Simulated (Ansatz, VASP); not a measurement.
**CdTe in VASP and in Ansatz**

```xyz
2
Lattice="0.0000 3.1512 3.3301 3.1512 0.0000 3.3301 3.1512 3.1512 0.0000" Properties=species:S:1:pos:R:3 pbc="T T T"
Cd    0.0000    0.0000    0.0000
Te    1.5756    1.5756    1.6651
```

Change from the starting cell: strained cell.

Alike in both runs: functional PBEsol; k mesh 6 × 6 × 6; occupations gaussian, width 0.02 eV; no spin polarisation.

Ansatz relaxed the structure, and its values are those at the end. VASP's run is a single point on that final structure, the one shown.

|  | VASP | Ansatz |
| --- | --- | --- |
| version | VASP 6.6.1 | Ansatz 0.2.0 |
| potentials or method | VASP PAW PBE potentials, release 64 (Cd, Te), cutoff 500 eV | scalar-relativistic, plane waves, PAW |
| valence electrons in the cell | 18 | 36 |

|  | VASP | Ansatz | Ansatz less VASP |
| --- | --- | --- | --- |
| gap on the k mesh at the Fermi level (eV) | 0.67 | 0.66 | -0.005 |
| least direct gap on the mesh (eV) | 0.67 | 0.66 | -0.005 |
| pressure (GPa) | 1.6 | 1.4 | -0.18 |

VASP's potentials were made for PBE, not for PBEsol, and Ansatz warns of the same on its side. VASP's potentials hold 18 valence electrons a cell and Ansatz's 36, so a difference there can come from the potentials and not from the codes. Ansatz's warnings: stress scf threshold loose.

Spin-orbit coupling is off throughout.
